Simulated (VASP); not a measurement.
BN, 4 atoms in the cell. The structure is hexagonal, space group P-6m2 (No. 187). Conventional cell: a = 2.481 Å, b = 2.481 Å, c = 6.531 Å, α = 90.00°, β = 90.00°, γ = 120.00°. B (site symmetry -6m2) has 3 N at 1.43 Å within 1.9 Å. Within 1.9 Å of B (site symmetry -6m2) lie 3 N at 1.43 Å. N (site symmetry -6m2) has 3 B at 1.43 Å within 1.9 Å. N (site symmetry -6m2) has 3 B at 1.43 Å within 1.9 Å. 

| Property | Result |
| --- | --- |
| Program | VASP 6.6.1 |
| Task | relaxation of shape and atoms at fixed volume |
| Functional | PBE |
| Dispersion | D3(BJ) |
| Potentials or basis | VASP PAW PBE potentials, release 64 (B, N) |
| Cutoff | 600 eV |
| k mesh | 12 × 12 × 4 |
| Occupations | gaussian, width 0.02 eV |
| Spin | no spin polarisation |
| Dipole correction | no |
| Further INCAR settings | ALGO = Normal; EDIFF = 1e-07; IBRION = 2; EDIFFG = -0.01; NSW = 50; ISIF = 4 |

Potentials or basis: VASP PAW PBE potentials, release 64 (B, N).

The run is started by

```bash
$ cat potpaw_PBE.64/B/POTCAR potpaw_PBE.64/N/POTCAR > POTCAR
$ mpirun -np 1 vasp_std > vasp.out
```

Hardware: 1 thread of Intel(R) Xeon(R) 6975P-C (Granite Rapids) (shared host).

**Question.** How long does it take, and how much memory?

**Answer.** Wall time 25 s on 1 thread of Intel(R) Xeon(R) 6975P-C (Granite Rapids) (shared host), peak memory 0.18 GiB. Counts: scf iterations 29, k points 57, ion steps 3.
